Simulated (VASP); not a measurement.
Runs of VASP 6.6.1 on TePb. The structure is that of space group Pm-3m (No. 221), or close to it. The cells are those of the table. 

```tsv
cell	k mesh	gap on the mesh (eV)	pressure (GPa)
a = 4.013 Å, 2 atoms	8 × 8 × 8	none	(b)
a = 3.907 Å, 2 atoms	10 × 10 × 10	none	1.8
a = 3.737 Å, 2 atoms	10 × 10 × 10	none	(a)
a = 3.795 Å, 2 atoms	10 × 10 × 10	none	7.3
a = 3.677 Å, 2 atoms	10 × 10 × 10	none	16.2
```

Alike in all rows: task single point; level r2SCAN+D3(BJ); potentials or basis VASP PAW PBE potentials, release 64 (Te, Pb_d); no spin polarisation; cutoff (eV) 520; smearing gaussian 0.05 eV.

Task: Fill in the values left out.

Result: (a) 11.2; (b) -1.3.

Caveats: the PAW data sets were made with another functional, which shifts forces and pressure a little; spin-orbit coupling is left out, which moves the levels of the heavy elements; pairwise dispersion overbinds metals, which lowers pressure and volume.

A k mesh can miss the band edges, and the runs leave out spin-orbit coupling on Pb, Te.

A gap of «none» marks levels without a gap at the run's occupations.
